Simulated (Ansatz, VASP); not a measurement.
# Two plane-wave programs on Ga

```
CELL_PARAMETERS angstrom
-3.15062 3.15062 3.15062
3.15062 -3.15062 3.15062
3.15062 3.15062 -3.15062
ATOMIC_POSITIONS crystal
Ga 0.25000 0.12500 0.87500
Ga 0.12500 0.87500 0.25000
Ga 0.75000 0.37500 0.62500
Ga 0.87500 0.25000 0.12500
Ga 0.62500 0.75000 0.37500
Ga 0.37500 0.62500 0.75000
```

Alike in both runs: task single point; functional PBE; k mesh 8 × 8 × 8; occupations gaussian, width 0.1 eV; no spin polarisation.

```csv
,VASP,Ansatz
version,VASP 6.6.1,Ansatz 0.2.0
potentials or method,"VASP PAW PBE potentials, release 64 (Ga_d), cutoff 520 eV","scalar-relativistic, plane waves, PAW"
valence electrons in the cell,78,78
```

|  | VASP | Ansatz | Ansatz less VASP |
| --- | --- | --- | --- |
| gap on the k mesh at the Fermi level (eV) | none | none | - |
| pressure (GPa) | -3.6 | -3.6 | +0.01 |

A gap of «none» marks a metal or a gap that the smearing closes.
